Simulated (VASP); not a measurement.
# Be in VASP: a series of runs, part 2 of 2

VASP 6.6.1. The steps go on from the part before.

### 4 Single point, PBE (volume scaled by 0.88)

The input, INCAR:

```
SYSTEM = Be
PREC     = Accurate       ! precision mode
ENCUT    = 520            ! plane-wave cutoff, eV
EDIFF    = 1E-7           ! SCF threshold, eV
ISMEAR   = 0              ! smearing method
SIGMA    = 0.1            ! smearing width, eV
LREAL    = .FALSE.        ! projectors in reciprocal space
LASPH    = .TRUE.         ! aspherical terms in the spheres
NELM     = 100            ! most SCF steps
ALGO     = Fast           ! electronic algorithm
ISIF     = 2              ! what is computed and relaxed
LWAVE    = .FALSE.        ! write WAVECAR
LCHARG   = .FALSE.        ! write CHGCAR
GGA      = PE             ! functional
NBANDS   = 7              ! bands
```

The input, KPOINTS:

```
Automatic mesh
0
G
  30 30 30
  0 0 0
```

The input, POSCAR:

```
Be
1.0
    0.0000000000      1.5127295339      1.5127295339
    1.5127295339      0.0000000000      1.5127295339
    1.5127295339      1.5127295339      0.0000000000
Be
1
Direct
    0.0000000000      0.0000000000      0.0000000000
```

Run with:

```
cat potpaw_PBE.64/Be/POTCAR > POTCAR
mpirun -np 1 vasp_std > vasp.out
```

Wall time 17 s (1 thread of AMD EPYC 9R45 (Zen 5), shared host); peak memory 0.11 GiB.

The run converged. Its results:

| Quantity | Value |
| --- | --- |
| Free energy | -3.6336 eV |
| Pressure | 19.5 GPa |
| Band gap on the k mesh | zero (band 1 reaches 9.35 eV, above the bottom of band 2 at 8.56 eV) |

Levels at points of the mesh, in eV from the Fermi level:
```tsv
k point	band 1	band 2	band 3	band 4	band 5
(0.00, 0.00, 0.00)	-12.65	21.53	21.53	21.53	31.56
(0.50, 0.00, 0.00)	-5.87	0.40	18.26	18.26	28.41
(0.50, 0.50, 0.00)	-2.97	4.34	10.48	10.48	16.32
```

### 5 Single point, PBE (volume scaled by 0.91)

The input, INCAR:

```
SYSTEM = Be
  PREC = Accurate
  ENCUT = 520
  EDIFF = 1E-6
  ISMEAR = 0
  SIGMA = 0.1
  LREAL = .False.
  LASPH = .True.
  NELM = 100
  ALGO = Normal
  ISIF = 2
  LWAVE = .False.
  LCHARG = .True.
  GGA = PE
  LELF = .True.
  LVHAR = .True.
  NBANDS = 7
```

The input, KPOINTS:

```
Automatic mesh
0
Gamma
  30 30 30
  0 0 0
```

The input, POSCAR:

```
Be
1.0
    0.0000000000      1.5297279177      1.5297279177
    1.5297279177      0.0000000000      1.5297279177
    1.5297279177      1.5297279177      0.0000000000
Be
1
Direct
    0.0000000000      0.0000000000      0.0000000000
```

Run with:

```
cat potpaw_PBE.64/Be/POTCAR > POTCAR
mpirun -np 1 vasp_std > vasp.out
```

Run time: 13 s. Hardware: 1 thread of AMD EPYC 9R45 (Zen 5), shared host; peak memory 0.09 GiB.

Results (log left out):

```yaml
Free_energy: -3.6579 eV
Pressure: 13.6 GPa
Band_gap_on_the_k_mesh: zero (band 1 reaches 9.03 eV, above the bottom of band 2 at 8.27 eV)
```

Levels at points of the mesh, in eV from the Fermi level:
```csv
k point,band 1,band 2,band 3,band 4,band 5
"(0.00, 0.00, 0.00)",-12.46,20.96,20.96,20.96,30.89
"(0.50, 0.00, 0.00)",-5.73,0.28,17.78,17.78,27.82
"(0.50, 0.50, 0.00)",-2.90,4.19,10.22,10.22,16.00
```

### 6 Single point, PBE (volume scaled by 0.94)

The input, INCAR:

```
SYSTEM = Be
  PREC = Accurate
  ENCUT = 520
  EDIFF = 1E-6
  ISMEAR = 0
  SIGMA = 0.1
  LREAL = .FALSE.
  LASPH = .TRUE.
  NELM = 100
  ALGO = Normal
  ISIF = 2
  LWAVE = .FALSE.
  LCHARG = .FALSE.
  GGA = PE
  NBANDS = 7
```

The input, KPOINTS:

```
regular mesh
0
G
  30 30 30
  0 0 0
```

The input, POSCAR:

```
Be
1.0
    0.0000000000      1.5463566978      1.5463566978
    1.5463566978      0.0000000000      1.5463566978
    1.5463566978      1.5463566978      0.0000000000
Be
1
Direct
    0.0000000000      0.0000000000      0.0000000000
```

Potentials or basis: VASP PAW PBE potentials, release 64 (Be).

Run with:

```
cat potpaw_PBE.64/Be/POTCAR > POTCAR
mpirun -np 1 vasp_std > vasp.out
```

OUTCAR:

```text
SYSTEM = Be
   PREC = Accurate
   ENCUT = 520
   EDIFF = 1E-6
   ISMEAR = 0
   LREAL = .FALSE.
   LASPH = .TRUE.
   NELM = 100
   ISIF = 2
   GGA = PE

 ion  position               nearest neighbor table
   1  0.000  0.000  0.000-

  LATTYP: Found a face centered cubic cell.
 ALAT       =     3.0927133956

  Lattice vectors:

 A1 = (   0.0000000000,   1.5463566978,   1.5463566978)
 A2 = (   1.5463566978,   0.0000000000,   1.5463566978)
 A3 = (   1.5463566978,   1.5463566978,   0.0000000000)

Analysis of symmetry for initial positions (statically):
[... 410 lines left out ...]
      1      -1.8983      2.00000
      2      17.4654      0.00000
      3      25.6832      0.00000
      4      26.9703      0.00000
      5      36.7963      0.00000
      6      38.9220      0.00000
      7      39.8307      0.00000

 [... further k-points ...]
[... 5 lines left out ...]
  --------------------------------------------------------------------------------------
  -------------------------------------------------------------------------------------
  Total        0.3912101      0.3912101      0.3912101      0.0000000      0.0000000      0.0000000
  in kB       84.7542672     84.7542672     84.7542672      0.0000000      0.0000000      0.0000000
  external PRESSURE =      84.7542672 kB  Pullay stress =       0.0000000 kB

 VOLUME and BASIS-vectors are now :
 -----------------------------------------------------------------------------
  energy-cutoff  :      520.00
  volume of cell :        7.40
      direct lattice vectors                 reciprocal lattice vectors
     0.000000000  1.546356698  1.546356698    -0.323340663  0.323340663  0.323340663
     1.546356698  0.000000000  1.546356698     0.323340663 -0.323340663  0.323340663
     1.546356698  1.546356698  0.000000000     0.323340663  0.323340663 -0.323340663

 POSITION                                       TOTAL-FORCE (eV/Angst)
 -----------------------------------------------------------------------------------
      0.00000      0.00000      0.00000         0.000000      0.000000     -0.000000
 -----------------------------------------------------------------------------------
    total drift:                               -0.000000      0.000000     -0.000000

  FREE ENERGIE OF THE ION-ELECTRON SYSTEM (eV)
  ---------------------------------------------------
  free  energy   TOTEN  =        -3.6740691130 eV

  energy  without entropy=       -3.6738478277  energy(sigma->0) =       -3.67395847
```

OSZICAR:

```text
N       E                     dE             d eps       ncg     rms          rms(c)
DAV:   1    -0.238379704362E+01   -0.23838E+01   -0.11578E+03 11613   0.236E+02
DAV:   2    -0.370872617948E+01   -0.13249E+01   -0.12538E+01 14483   0.263E+01
DAV:   3    -0.371052555139E+01   -0.17994E-02   -0.17993E-02 12516   0.890E-01
DAV:   4    -0.371052576550E+01   -0.21411E-06   -0.21360E-06 15876   0.969E-03
DAV:   5    -0.371052576547E+01    0.27448E-10   -0.12469E-10 12495   0.288E-05    0.843E-01
DAV:   6    -0.368387772243E+01    0.26648E-01   -0.36086E-03 12054   0.593E-01    0.521E-01
DAV:   7    -0.367406756885E+01    0.98102E-02   -0.32120E-03 12096   0.588E-01    0.331E-02
DAV:   8    -0.367406946550E+01   -0.18966E-05   -0.25173E-06 13097   0.108E-02    0.737E-03
DAV:   9    -0.367406911299E+01    0.35250E-06   -0.20213E-06 13230   0.107E-02
   1 F= -.36740691E+01 E0= -.36739585E+01  d E =-.221285E-03
```

stdout:

```text
POSCAR found type information on POSCAR Be
 POSCAR found :  1 types and       1 ions
 scaLAPACK will be used
 LDA part: xc-table for (Slater+PW92), standard interpolation
 POSCAR, INCAR and KPOINTS ok, starting setup
 FFT: planning ... GRIDC
 FFT: planning ... GRID_SOFT
 FFT: planning ... GRID
 WAVECAR not read
 entering main loop
```

It took 13 s on 1 thread of AMD EPYC 9R45 (Zen 5), shared host; peak memory 0.1 GiB.

Results:

```
Free energy            : -3.6741 eV
Pressure               : 8.5 GPa
Band gap on the k mesh : zero (band 1 reaches 8.74 eV, above the bottom of band 2 at 8.00 eV)
```

Levels at points of the mesh, in eV from the Fermi level:
| k point | band 1 | band 2 | band 3 | band 4 | band 5 | band 6 |
| --- | --- | --- | --- | --- | --- | --- |
| (0.00, 0.00, 0.00) | -12.28 | 20.41 | 20.41 | 20.41 | 30.25 | 30.25 |
| (0.50, 0.00, 0.00) | -5.59 | 0.17 | 17.31 | 17.31 | 27.26 | 27.26 |
| (0.50, 0.50, 0.00) | -2.84 | 4.05 | 9.96 | 9.96 | 15.70 | 24.10 |

### 7 Overview

| cell | k mesh | smearing | gap on the mesh (eV) | pressure (GPa) |
| --- | --- | --- | --- | --- |
| a = 2.222, b = 2.222, c = 3.186 Å, 2 atoms | 8 × 8 × 6 | gaussian 0.1 eV | none | 0.1 |
| a = 4.465 Å, angles 60.0°, 8 atoms | 6 × 6 × 6 | gaussian 0.2 eV | none | 0.4 |
| a = 2.139 Å, angles 60.0°, 1 atom | 30 × 30 × 30 | gaussian 0.1 eV | none | 19.5 |
| a = 2.163 Å, angles 60.0°, 1 atom | 30 × 30 × 30 | gaussian 0.1 eV | none | 13.6 |
| a = 2.187 Å, angles 60.0°, 1 atom | 30 × 30 × 30 | gaussian 0.1 eV | none | 8.5 |

Alike in all rows: task single point; level PBE; potentials or basis VASP PAW PBE potentials, release 64 (Be); no spin polarisation; cutoff (eV) 520.

Total energies depend on the potentials used, so only differences within one code and one set of settings carry meaning.
